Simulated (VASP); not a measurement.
**Zr3SeS2: single point with PBE**

Zr3SeS2:

```
CELL_PARAMETERS angstrom
3.11738 -5.66768 0.00000
3.11738 5.66768 0.00000
0.00000 0.00000 3.85074
ATOMIC_POSITIONS crystal
Zr 0.00000 0.50000 0.00000
Zr 0.50000 0.00000 0.00000
Zr 0.50000 0.50000 0.50000
Se 0.00000 0.00000 0.50000
S 0.28153 0.71847 0.50000
S 0.71847 0.28153 0.50000
```

```yaml
Program: VASP 6.6.1
Task: single point
Functional: PBE
Potentials_or_basis: VASP PAW PBE potentials, release 64 (Zr_sv, Se, S)
Cutoff: 520 eV
k_mesh: 4 × 4 × 4
Occupations: gaussian, width 0.1 eV
Spin: no spin polarisation
Dipole_correction: no
Further_INCAR_settings: ALGO = Normal; EDIFF = 1e-06; NBANDS = 36
```

```json
{
 "Pressure": "0.0 GPa",
 "Largest force": "0.006 eV/Å",
 "Band gap on the k mesh": "zero (band 27 reaches 7.82 eV, above the bottom of band 28 at 6.88 eV)"
}
```

Forces on the atoms (eV/Å):
```
Zr   0.000  0.000  0.000
Zr   0.000  0.000  0.000
Zr   0.000  0.000  0.000
Se   0.000  0.000  0.000
S    0.000  0.006  0.000
S    0.000 -0.006  0.000
```

Levels at points of the mesh, in eV from the Fermi level:
| k point | band 25 | band 26 | band 27 | band 28 | band 29 | band 30 |
| --- | --- | --- | --- | --- | --- | --- |
| (0.00, 0.00, 0.00) | -0.96 | -0.76 | -0.56 | -0.40 | -0.33 | 0.16 |
| (0.50, 0.00, 0.00) | -1.25 | -0.31 | 0.07 | 0.21 | 0.51 | 0.69 |
| (0.50, 0.50, 0.00) | -1.37 | -1.27 | 0.50 | 0.64 | 0.91 | 0.94 |
| (0.00, 0.00, 0.50) | -0.77 | -0.31 | -0.06 | 0.23 | 0.67 | 0.98 |
| (0.50, 0.00, 0.50) | -1.20 | -0.86 | 0.18 | 0.54 | 0.70 | 1.04 |
| (0.50, 0.50, 0.50) | -1.34 | -1.04 | -0.94 | -0.44 | 0.36 | 0.44 |

Run time: 100 s on 1 thread of Intel Xeon 6975P-C, on a shared host, peak memory 0.3 GiB.

Caveat: the k points lie up to 0.41 Å⁻¹ apart.
